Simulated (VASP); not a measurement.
ZrC:

```
CELL_PARAMETERS angstrom
3.08464 0.00000 0.00000
0.00000 3.08464 0.00000
0.00000 0.00000 3.08464
ATOMIC_POSITIONS crystal
Zr 0.50000 0.50000 0.50000
C 0.00000 0.00000 0.00000
```

```yaml
Program: VASP 6.6.1
Task: relaxation of cell and atoms
Functional: PBE
Potentials_or_basis: VASP PAW PBE potentials, release 64 (Zr_sv, C)
Cutoff: 600 eV
k_mesh: 6 × 6 × 6
Occupations: gaussian, width 0.1 eV
Spin: no spin polarisation
```

At the start: pressure -22.4 GPa; volume 14.68 Å³/atom.

How do energy, volume and symmetry change on relaxing?

Over 4 steps the energy falls by 176.3 meV/atom and the volume is 12.49 Å³/atom (-14.9 %); space group Pm-3m (No. 221, to 0.05 Å).

Step by step:
```tsv
step	energy change (eV)	largest force (eV/Å)	pressure (GPa)	volume (Å³)
1	0.0000	0.0000	-22.38	29.35
2	0.0230	0.0000	38.90	21.48
3	-0.3522	0.0000	-0.81	25.07
4	-0.3525	0.0000	-0.14	24.98
```

Final structure:
```cif
data_structure
_symmetry_space_group_name_H-M 'P 1'
_symmetry_Int_Tables_number 1
_cell_length_a 2.9233
_cell_length_b 2.9233
_cell_length_c 2.9233
_cell_angle_alpha 90.000
_cell_angle_beta 90.000
_cell_angle_gamma 90.000
_cell_volume 24.98
loop_
_atom_site_label
_atom_site_type_symbol
_atom_site_fract_x
_atom_site_fract_y
_atom_site_fract_z
_atom_site_occupancy
Zr1 Zr 0.50000 0.50000 0.50000 1
C1 C 0.00000 0.00000 0.00000 1
```
